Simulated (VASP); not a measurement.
Write the native input for VASP 6.6.1 that does the following.

- Task: single point
- Functional: PBE
- Potentials or basis: VASP PAW PBE potentials, release 64 (S, Mo_sv)
- Cutoff: 520 eV
- k mesh: 10 × 10 × 1
- Occupations: fermi-dirac, width 0.05 eV
- Spin: no spin polarisation
- Dipole correction: yes
- Further INCAR settings: ALGO = Normal; EDIFF = 1e-06; NBANDS = 35

The structure of MoS2 lies in POSCAR:

```
MoS2
1.0
    3.1630007135      0.0000000000      0.0000000000
   -1.5815003568      2.7392389701      0.0000000000
    0.0000000000      0.0000000000     24.1268233650
S Mo
4 2
Direct
    0.3333333333      0.6666666667      0.3108573345
    0.3333333333      0.6666666667      0.4353450600
    0.0000000000      0.0000000000      0.5646549400
    0.0000000000      0.0000000000      0.6891426655
    0.6666666667      0.3333333333      0.3731138871
    0.3333333333      0.6666666667      0.6269114927
```

The input as run:

INCAR

```
PREC = Accurate
ENCUT = 520
EDIFF = 1E-6
ISMEAR = -1
SIGMA = 0.05
LREAL = False
LASPH = True
NELM = 100
ALGO = Normal
ISIF = 2
LWAVE = False
LCHARG = False
LDIPOL = True
IDIPOL = 3
DIPOL = 0.5 0.5 0.500
GGA = PE
NBANDS = 35
```

KPOINTS

```
Automatic mesh
0
Gamma
  10 10 1
```

Potentials or basis: VASP PAW PBE potentials, release 64 (S, Mo_sv).

Launch:

```console
$ cat potpaw_PBE.64/S/POTCAR potpaw_PBE.64/Mo_sv/POTCAR > POTCAR
$ mpirun -np 1 vasp_std > vasp.out
```

Results of the run:

```
Largest force          : 1.377 eV/Å
Band gap on the k mesh : 1.04 eV (least direct gap 1.88 eV)
```

Wall time 3.7 min on 1 thread of Intel(R) Xeon(R) Platinum 8259CL CPU @ 2.50GHz (Skylake/Cascade Lake), with other jobs on the host, peak memory 0.34 GiB.
